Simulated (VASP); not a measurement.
Wanted: the native input for a VASP 6.6.1 run.

```
Task                   : single point
Functional             : PBE
Potentials or basis    : VASP PAW PBE potentials, release 64 (Sn_d)
Cutoff                 : 520 eV
k mesh                 : 7 × 7 × 7
Occupations            : gaussian, width 0.016 eV
Spin                   : no spin polarisation
Dipole correction      : no
Further INCAR settings : ALGO = Fast; EDIFF = 1e-07; NBANDS = 21
```

The structure of Sn lies in POSCAR:

```
Sn
1.0
    0.0000000000      3.2333428000      3.2333428000
    3.2333428000      0.0000000000      3.2333428000
    3.2333428000      3.2333428000      0.0000000000
Sn
2
Direct
    0.7500000000      0.7500000000      0.7500000000
    0.5000000000      0.5000000000      0.5000000000
```

One way to write it, as run:

INCAR

```
PREC = Accurate ; ENCUT = 520
EDIFF = 1E-7 ; ISMEAR = 0
SIGMA = 0.016 ; LREAL = False
LASPH = True ; NELM = 60
ALGO = Fast ; ISIF = 2
LWAVE = False ; LCHARG = False
GGA = PE ; NBANDS = 21
```

KPOINTS

```
regular mesh
0
Gamma
  7 7 7
```

Potentials or basis: VASP PAW PBE potentials, release 64 (Sn_d).

Command:

```console
$ cat potpaw_PBE.64/Sn_d/POTCAR > POTCAR
$ mpirun -np 1 vasp_std > vasp.out
```

Results of the run:

The pressure is 3.8 GPa and the band gap on the k mesh is zero (band 14 reaches 5.84 eV, above the bottom of band 15 at 5.80 eV).

Caveat: spin-orbit coupling is left out, which moves the levels of the heavy elements.

It took 26 s on 1 thread of Intel(R) Xeon(R) Platinum 8488C (Sapphire Rapids), with other jobs on the host, peak memory 0.2 GiB.
